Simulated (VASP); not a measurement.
# ZrTeBr (P-6m2) in VASP: notebook, part 2 of 2

VASP 6.6.1.

## 5. Single point, PBE

This run uses another cell than the first one, of 35.03 Å³/atom, 1.323 times its volume.

Contents of INCAR:

```
SYSTEM = ZrTeBr
ALGO = Normal
EDIFF = 1E-6
ENCUT = 520
GGA = PE
ISIF = 2
ISMEAR = 0
LASPH = .True.
LCHARG = .False.
LREAL = .False.
LWAVE = .False.
NBANDS = 20
NELM = 80
PREC = Accurate
SIGMA = 0.1
```

Contents of KPOINTS:

```
k-points
0
Gamma
  6 6 4
  0 0 0
```

Contents of POSCAR:

```
ZrTeBr
1.0
    4.7925679400      0.0000000000      0.0000000000
   -2.3962839700      4.1504855900      0.0000000000
    0.0000000000      0.0000000000      5.2833451700
Zr Te Br
1 1 1
Direct
    0.0000000000      0.0000000000      0.5000000000
    0.3333333300      0.6666666700      0.5000000000
    0.6666666700      0.3333333300      0.0000000000
```

Started as:

```console
$ cat potpaw_PBE.64/Zr_sv/POTCAR potpaw_PBE.64/Te/POTCAR potpaw_PBE.64/Br/POTCAR > POTCAR
$ mpirun -np 1 vasp_std > vasp.out
```

Run time: 32 s. Hardware: 1 thread of Intel Xeon Platinum 8375C at 2.90GHz (Ice Lake), shared host; peak memory 0.24 GiB.

Results (log left out):

* Free energy: -13.8944 eV
* Pressure: -1.1 GPa

Stress tensor (GPa, compression positive):
```
-0.30  0.00  0.00
 0.00 -0.30  0.00
 0.00  0.00 -2.64
```

Levels at points of the mesh, in eV from the Fermi level:
```
           k point  band 10  band 11  band 12  band 13  band 14  band 15
(0.00, 0.00, 0.00)    -2.48    -2.48    -0.81    -0.40     0.12     0.12
(0.50, 0.00, 0.00)    -3.28    -2.31    -2.16    -0.20    -0.08     0.46
(0.00, 0.00, 0.50)    -2.78    -2.78    -2.59     0.12     0.12     0.53
(0.50, 0.00, 0.50)    -3.08    -2.46    -1.83     0.31     0.39     0.58
```

Caveat: spin-orbit coupling is left out, which moves the levels of the heavy elements; an odd number of electrons without spin polarisation forces a metal; a magnetic or distorted state may lie lower.

## 6. Single point, PBE

Contents of INCAR:

```
SYSTEM = ZrTeBr
PREC = Accurate ; ENCUT = 520
EDIFF = 1E-7 ; ISMEAR = 0
SIGMA = 0.1 ; LREAL = .False.
LASPH = .True. ; NELM = 60
ALGO = Normal ; ISIF = 2
LWAVE = .False. ; LCHARG = .True.
GGA = PE ; LELF = .True.
LVHAR = .True. ; NBANDS = 20
```

Contents of KPOINTS:

```
Automatic mesh
0
Gamma
  12 12 12
  0 0 0
```

Contents of POSCAR:

```
ZrTeBr
1.0
    5.0039313087      0.0000000000      0.0000000000
   -2.5019656543      4.3335316322      0.0000000000
    0.0000000000      0.0000000000      3.6695302109
Zr Te Br
1 1 1
Direct
    0.0000000000      0.0000000000      0.5000000000
    0.3333333333      0.6666666667      0.5000000000
    0.6666666667      0.3333333333      0.0000000000
```

Potentials or basis: VASP PAW PBE potentials, release 64 (Zr_sv, Te, Br).

Started as:

```console
$ cat potpaw_PBE.64/Zr_sv/POTCAR potpaw_PBE.64/Te/POTCAR potpaw_PBE.64/Br/POTCAR > POTCAR
$ mpirun -np 1 vasp_std > vasp.out
```

OUTCAR:

```text
SYSTEM = ZrTeBr
   PREC = Accurate
   ENCUT = 520
   EDIFF = 1E-7
   ISMEAR = 0
   LREAL = .False.
   LASPH = .True.
   NELM = 60
   ISIF = 2
   GGA = PE

 ion  position               nearest neighbor table
   1  0.000  0.000  0.500-   2 2.89   2 2.89   2 2.89
   2  0.333  0.667  0.500-   1 2.89   1 2.89   1 2.89
   3  0.667  0.333  0.000-

  LATTYP: Found a hexagonal cell.
 ALAT       =     5.0039313087
 C/A-ratio  =     0.7333294533

  Lattice vectors:

 A1 = (   5.0039313087,   0.0000000000,   0.0000000000)
 A2 = (  -2.5019656543,   4.3335316322,   0.0000000000)
 A3 = (   0.0000000000,   0.0000000000,   3.6695302109)

Analysis of symmetry for initial positions (statically):
=====================================================================
 Subroutine PRICEL returns:
 Original cell was already a primitive cell.

 Routine SETGRP: Setting up the symmetry group for a
 hexagonal supercell.

 Subroutine GETGRP returns: Found 12 space group operations
 (whereof 12 operations were pure point group operations)
[... 157 lines left out ...]
 number of electron      25.0000000 magnetization

 Free energy of the ion-electron system (eV)
  ---------------------------------------------------
  ext. energy  EPLUGINS =         0.00000000
  ---------------------------------------------------
  free energy    TOTEN  =       -14.37247345 eV

  energy without entropy =      -14.36212560  energy(sigma->0) =      -14.36729952

 E-fermi :   7.1298     XC(G=0):  -9.9738

 val. band max:        7.1194551264   @ k =   0.3333   0.0000   0.2500
 cond. band min:       7.1315369825   @ k =   0.1667  -0.0000   0.2500
 fundamental gap:      0.0120818561
 Fermi energy:         7.1297868555

 k-point     1 :       0.0000    0.0000    0.0000
  band No.  band energies     occupation
      1     -43.2311      2.00000
      2     -21.2791      2.00000
      3     -21.2791      2.00000
      4     -21.0283      2.00000
      5      -9.1683      2.00000
      6      -4.3607      2.00000
[... 541 lines left out ...]
     19      13.1066      0.00000
     20      13.2525      0.00000

 [... further k-points ...]
[... 5 lines left out ...]
  --------------------------------------------------------------------------------------
  -------------------------------------------------------------------------------------
  Total        0.0127686      0.0127686     -0.0048148      0.0000000      0.0000000      0.0000000
  in kB        0.2570921      0.2570921     -0.0969449      0.0000000      0.0000000      0.0000000
  external PRESSURE =       0.1390797 kB  Pullay stress =       0.0000000 kB

 VOLUME and BASIS-vectors are now :
 -----------------------------------------------------------------------------
  energy-cutoff  :      520.00
  volume of cell :       79.57
      direct lattice vectors                 reciprocal lattice vectors
     5.003931309  0.000000000  0.000000000     0.199842871  0.115379335  0.000000000
    -2.501965654  4.333531632  0.000000000     0.000000000  0.230758671  0.000000000
     0.000000000  0.000000000  3.669530211     0.000000000  0.000000000  0.272514448

 POSITION                                       TOTAL-FORCE (eV/Angst)
 -----------------------------------------------------------------------------------
      0.00000      0.00000      1.83477         0.000000      0.000000      0.000000
     -0.00000      2.88902      1.83477        -0.000000      0.000000      0.000000
      2.50197      1.44451      0.00000         0.000000      0.000000      0.000000
 -----------------------------------------------------------------------------------
    total drift:                               -0.000000      0.000000      0.000000

  FREE ENERGIE OF THE ION-ELECTRON SYSTEM (eV)
  ---------------------------------------------------
  free  energy   TOTEN  =       -14.3724734494 eV

  energy  without entropy=      -14.3621255979  energy(sigma->0) =      -14.36729952
```

OSZICAR:

```text
N       E                     dE             d eps       ncg     rms          rms(c)
DAV:   1     0.171021043644E+03    0.17102E+03   -0.11588E+04  5336   0.110E+03
DAV:   2    -0.287491231543E+01   -0.17390E+03   -0.16987E+03  6764   0.267E+02
DAV:   3    -0.151938357967E+02   -0.12319E+02   -0.12165E+02  8720   0.604E+01
DAV:   4    -0.155963984851E+02   -0.40256E+00   -0.39939E+00  7168   0.974E+00
DAV:   5    -0.156075476811E+02   -0.11149E-01   -0.11148E-01  7456   0.137E+00    0.990E+00
DAV:   6    -0.144032117398E+02    0.12043E+01   -0.57434E+00  5928   0.966E+00    0.500E+00
DAV:   7    -0.143773633648E+02    0.25848E-01   -0.41346E-01  6056   0.292E+00    0.309E+00
DAV:   8    -0.143745967133E+02    0.27667E-02   -0.86529E-02  6288   0.162E+00    0.582E-01
DAV:   9    -0.143723676190E+02    0.22291E-02   -0.17728E-02  5992   0.647E-01    0.199E-01
DAV:  10    -0.143724800426E+02   -0.11242E-03   -0.10938E-03  6456   0.205E-01    0.540E-02
DAV:  11    -0.143724694965E+02    0.10546E-04   -0.64515E-05  6532   0.485E-02    0.310E-02
DAV:  12    -0.143724733809E+02   -0.38843E-05   -0.14278E-05  6652   0.212E-02    0.679E-03
DAV:  13    -0.143724734494E+02   -0.68498E-07   -0.97404E-07  6348   0.606E-03
   1 F= -.14372473E+02 E0= -.14367300E+02  d E =-.103479E-01
```

stdout:

```text
POSCAR found type information on POSCAR ZrTeBr
 POSCAR found :  3 types and       3 ions
 scaLAPACK will be used
 LDA part: xc-table for (Slater+PW92), standard interpolation
 POSCAR, INCAR and KPOINTS ok, starting setup
 FFT: planning ... GRIDC
 FFT: planning ... GRID_SOFT
 FFT: planning ... GRID
 WAVECAR not read
 entering main loop
```

Wall time 2.5 min (1 thread of Intel Xeon Platinum 8375C at 2.90GHz (Ice Lake), shared host); peak memory 0.38 GiB.

What came out:

- Free energy: -14.3725 eV
- Pressure: 0.0 GPa

Caveat: spin-orbit coupling is left out, which moves the levels of the heavy elements; an odd number of electrons without spin polarisation forces a metal; a magnetic or distorted state may lie lower.

## 7. Single point, PBE, collinear spin, ferromagnetic start

This run uses another cell than the first one, of 35.03 Å³/atom, 1.323 times its volume.

Contents of INCAR:

```
PREC = Accurate
ENCUT = 520
EDIFF = 1E-6
ISMEAR = 0
SIGMA = 0.1
LREAL = F
LASPH = T
NELM = 150
ALGO = Normal
ISIF = 2
LWAVE = F
LCHARG = F
ISPIN = 2
MAGMOM = 1 0 0
LORBIT = 11
LMAXMIX = 4
GGA = PE
NBANDS = 24
```

Contents of KPOINTS:

```
Automatic mesh
0
Gamma
  6 6 4
```

Contents of POSCAR:

```
ZrTeBr
1.0
    4.7925679400      0.0000000000      0.0000000000
   -2.3962839700      4.1504855900      0.0000000000
    0.0000000000      0.0000000000      5.2833451700
Zr Te Br
1 1 1
Direct
    0.0000000000      0.0000000000      0.5000000000
    0.3333333300      0.6666666700      0.5000000000
    0.6666666700      0.3333333300      0.0000000000
```

Started as:

```console
$ cat potpaw_PBE.64/Zr_sv/POTCAR potpaw_PBE.64/Te/POTCAR potpaw_PBE.64/Br/POTCAR > POTCAR
$ mpirun -np 1 vasp_std > vasp.out
```

Run time: 90 s. Hardware: 1 thread of Intel Xeon Platinum 8375C at 2.90GHz (Ice Lake), shared host; peak memory 0.31 GiB.

Results (log left out):

* Free energy: -13.9305 eV
* Pressure: -0.6 GPa
* Net moment: 0.87 μB per cell
* Site moments: Zr +0.68; Te -0.07; Br -0.03 μB
* Valence electrons inside the program's atomic spheres: Zr 9.70; Te 3.52; Br 4.79

Stress tensor (GPa, compression positive):
```
 0.34  0.00  0.00
 0.00  0.34  0.00
 0.00  0.00 -2.49
```

Levels at points of the mesh, in eV from the Fermi level:
Spin up:
| k point | band 11 | band 12 | band 13 | band 14 | band 15 | band 16 |
| --- | --- | --- | --- | --- | --- | --- |
| (0.00, 0.00, 0.00) | -2.31 | -0.62 | -0.35 | -0.09 | -0.09 | 1.88 |
| (0.50, 0.00, 0.00) | -2.20 | -2.02 | -0.27 | -0.25 | 0.49 | 1.04 |
| (0.00, 0.00, 0.50) | -2.61 | -2.42 | -0.06 | -0.06 | 0.57 | 3.22 |
| (0.50, 0.00, 0.50) | -2.35 | -1.73 | 0.23 | 0.27 | 0.60 | 0.65 |
Spin down:
```
           k point  band 8  band 9  band 10  band 11  band 12  band 13  band 14  band 15  band 16  band 17
(0.00, 0.00, 0.00)   -3.93   -3.85    -2.30    -2.30    -0.69     0.11     0.77     0.77     2.17     3.57
(0.50, 0.00, 0.00)   -3.47   -3.44    -3.08    -2.12    -2.00     0.17     0.55     0.96     1.42     2.19
(0.00, 0.00, 0.50)   -3.73   -3.10    -2.60    -2.60    -2.44     0.74     0.74     1.05     3.60     3.60
(0.50, 0.00, 0.50)   -4.11   -2.91    -2.88    -2.27    -1.59     0.70     1.00     1.07     1.11     1.84
```

Caveat: spin-orbit coupling is left out, which moves the levels of the heavy elements.

## 8. Overview

| task | spin | cell | k mesh | cutoff (eV) | gap on the mesh (eV) | pressure (GPa) | moment (μB) |
| --- | --- | --- | --- | --- | --- | --- | --- |
| single point | collinear, ferromagnetic start | a = 5.010, b = 5.010, c = 3.653 Å, angles 90.0, 90.0, 120.0°, 3 atoms | 12 × 12 × 10 | 520 | none | 0.0 | 0.00 |
| single point | off | a = 5.004, b = 5.004, c = 3.670 Å, angles 90.0, 90.0, 120.0°, 3 atoms | 12 × 12 × 12 | 520 | none | 0.0 | - |
| relaxation of cell and atoms | off | relaxed from a = 5.010, b = 5.010, c = 3.653 Å, angles 90.0, 90.0, 120.0°, 3 atoms | 12 × 12 × 12 | 600 | none | 0.0 | - |
| single point | off | a = 4.793, b = 4.793, c = 5.283 Å, angles 90.0, 90.0, 120.0°, 3 atoms | 6 × 6 × 4 | 520 | none | -1.1 | - |
| single point | collinear, ferromagnetic start | a = 4.793, b = 4.793, c = 5.283 Å, angles 90.0, 90.0, 120.0°, 3 atoms | 6 × 6 × 4 | 520 | none | -0.6 | 0.87 |

Alike in all rows: level PBE; potentials or basis VASP PAW PBE potentials, release 64 (Zr_sv, Te, Br); smearing gaussian 0.1 eV.

Caveats: spin-orbit coupling is left out, which moves the levels of the heavy elements; an odd number of electrons without spin polarisation forces a metal (some runs); a magnetic or distorted state may lie lower (some runs).

Total energies depend on the potentials used, so only differences within one code and one set of settings carry meaning.
